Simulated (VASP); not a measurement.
# Ge in VASP: a series of runs, part 2 of 2

VASP 6.6.1. Earlier steps stand in the parts before.

### Step 4. Single point, PBE+D3(BJ)

Input file INCAR:

```
SYSTEM = Ge
PREC = Accurate
ENCUT = 520
EDIFF = 1E-7
ISMEAR = 0
SIGMA = 0.1
LREAL = .False.
LASPH = .True.
NELM = 100
ALGO = Normal
ISIF = 2
LWAVE = .False.
LCHARG = .True.
LDIPOL = .True.
IDIPOL = 3
DIPOL = 0.5 0.5 0.399
GGA = PE
IVDW = 12
LELF = .True.
LVHAR = .True.
LVACPOTAV = .True.
NBANDS = 36
```

Input file KPOINTS:

```
Automatic mesh
0
Gamma
  9 9 1
  0 0 0
```

Input file POSCAR:

```
Ge
1.0
    4.0226895311      0.0000000000      0.0000000000
   -2.0113447656      3.4837513255      0.0000000000
    0.0000000000      0.0000000000     18.8685220517
Ge
4
Direct
    0.3333333333      0.6666666667      0.2747571332
    0.6666666667      0.3333333333      0.2384924472
    1.3333333333     -0.3333333333      0.5601139306
    1.0000000000      0.0000000000      0.5238492447
```

Potentials or basis: VASP PAW PBE potentials, release 64 (Ge_d).

On the command line:

```console
> cat potpaw_PBE.64/Ge_d/POTCAR > POTCAR
> mpirun -np 1 vasp_std > vasp.out
```

OUTCAR:

```text
SYSTEM = Ge
   PREC = Accurate
   ENCUT = 520
   EDIFF = 1E-7
   ISMEAR = 0
   LREAL = .False.
   LASPH = .True.
   NELM = 100
   ISIF = 2
   GGA = PE
   IVDW = 12
 IVDW          = 12

 ion  position               nearest neighbor table
   1  0.333  0.667  0.275-   2 2.42   2 2.42   2 2.42
   2  0.667  0.333  0.238-   1 2.42   1 2.42   1 2.42
   3  0.333  0.667  0.560-   4 2.42   4 2.42   4 2.42
   4  0.000  0.000  0.524-   3 2.42   3 2.42   3 2.42

[... 660 lines left out ...]
  Direction    XX          YY          ZZ          XY          YZ          ZX
  --------------------------------------------------------------------------------------
  -------------------------------------------------------------------------------------
  Total      -0.16755    -0.16755    -0.53534     0.00000    -0.00000    -0.00000
  in kB      -1.01519    -1.01519    -3.24369     0.00000    -0.00000    -0.00000
  external pressure =       -1.76 kB  Pullay stress =        0.00 kB

 VOLUME and BASIS-vectors are now :
 -----------------------------------------------------------------------------
  energy-cutoff  :      520.00
  volume of cell :      264.42
      direct lattice vectors                 reciprocal lattice vectors
     4.022689531  0.000000000  0.000000000     0.248589903  0.143523447  0.000000000
    -2.011344766  3.483751326  0.000000000     0.000000000  0.287046895  0.000000000
     0.000000000  0.000000000 18.868522052     0.000000000  0.000000000  0.052998322

 POSITION                                       TOTAL-FORCE (eV/Angst)
 -----------------------------------------------------------------------------------
     -0.00000      2.32250      5.18426        -0.000000     -0.000000      0.080660
      2.01134      1.16125      4.50000         0.000000     -0.000000      0.018143
     -0.00000      2.32250     10.56852        -0.000000     -0.000000     -0.026147
      0.00000      0.00000      9.88426         0.000000      0.000000     -0.072657
 -----------------------------------------------------------------------------------
    total drift:                               -0.000001     -0.000001     -0.005712

  FREE ENERGIE OF THE ION-ELECTRON SYSTEM (eV)
  ---------------------------------------------------
  free  energy   TOTEN  =       -16.8845638189 eV

  energy  without entropy=      -16.8811774621  energy(sigma->0) =      -16.88287064

 vacuum level on the upper side and lower side of the slab         3.122         3.135
```

OSZICAR:

```text
N       E                     dE             d eps       ncg     rms          rms(c)
DAV:   1     0.483535660484E+03    0.48354E+03   -0.29742E+04   996   0.269E+03
DAV:   2     0.634489135799E+02   -0.42009E+03   -0.41173E+03   968   0.649E+02
DAV:   3    -0.123462748562E+02   -0.75795E+02   -0.74874E+02  1216   0.191E+02
DAV:   4    -0.162951412707E+02   -0.39489E+01   -0.39431E+01   980   0.522E+01
[... 13 lines left out ...]
DAV:  18    -0.161629580684E+02   -0.25938E-04   -0.88121E-07   776   0.214E-02    0.878E-04
DAV:  19    -0.161629668618E+02   -0.87935E-05   -0.57665E-07   784   0.307E-02    0.354E-04
DAV:  20    -0.161629679373E+02   -0.10755E-05   -0.15600E-07   732   0.102E-02    0.267E-04
DAV:  21    -0.161629684150E+02   -0.47771E-06   -0.10013E-07   652   0.584E-03    0.198E-04
DAV:  22    -0.161629684937E+02   -0.78677E-07   -0.33850E-08   656   0.657E-03
   1 F= -.16884564E+02 E0= -.16882871E+02  d E =-.338636E-02
```

stdout:

```text
POSCAR found type information on POSCAR Ge
 POSCAR found :  1 types and       4 ions
 scaLAPACK will be used
 LDA part: xc-table for (Slater+PW92), standard interpolation
 POSCAR, INCAR and KPOINTS ok, starting setup
 FFT: planning ... GRIDC
 FFT: planning ... GRID_SOFT
 FFT: planning ... GRID
 WAVECAR not read
 entering main loop
 -----------------------------------------------------------------------------
|                                                                             |
|           W    W    AA    RRRRR   N    N  II  N    N   GGGG   !!!           |
|           W    W   A  A   R    R  NN   N  II  NN   N  G    G  !!!           |
|           W    W  A    A  R    R  N N  N  II  N N  N  G       !!!           |
|           W WW W  AAAAAA  RRRRR   N  N N  II  N  N N  G  GGG   !            |
|           WW  WW  A    A  R   R   N   NN  II  N   NN  G    G                |
|           W    W  A    A  R    R  N    N  II  N    N   GGGG   !!!           |
|                                                                             |
|     Did not find any points to average over, which means that no vacuum     |
|     field-free region was found. Please increase the size of  your cell     |
|     in the dimension of the dipole correction to obtain accurate            |
|     workfunction values.                                                    |
|                                                                             |
 -----------------------------------------------------------------------------
```

Wall time 3 min (1 thread of Intel Xeon Platinum 8259CL at 2.50GHz (Skylake/Cascade Lake), shared host); peak memory 0.39 GiB.

What came out:

| Property | Result |
| --- | --- |
| Free energy | -16.8846 eV |
| Largest force | 0.081 eV/Å |
| Band gap on the k mesh | 0.01 eV, direct |
| Dispersion energy per atom | -0.180 eV |

Forces in eV/Å, atoms in the order of the input:
```
Ge   0.000  0.000  0.081
Ge   0.000  0.000  0.018
Ge   0.000  0.000 -0.026
Ge   0.000  0.000 -0.073
```

Levels at points of the mesh, in eV from the valence-band top:
```csv
k point,band 26,band 27,band 28,band 29,band 30,band 31
"(0.00, 0.00, 0.00)",-0.44,-0.43,-0.43,0.54,0.63,2.00
```
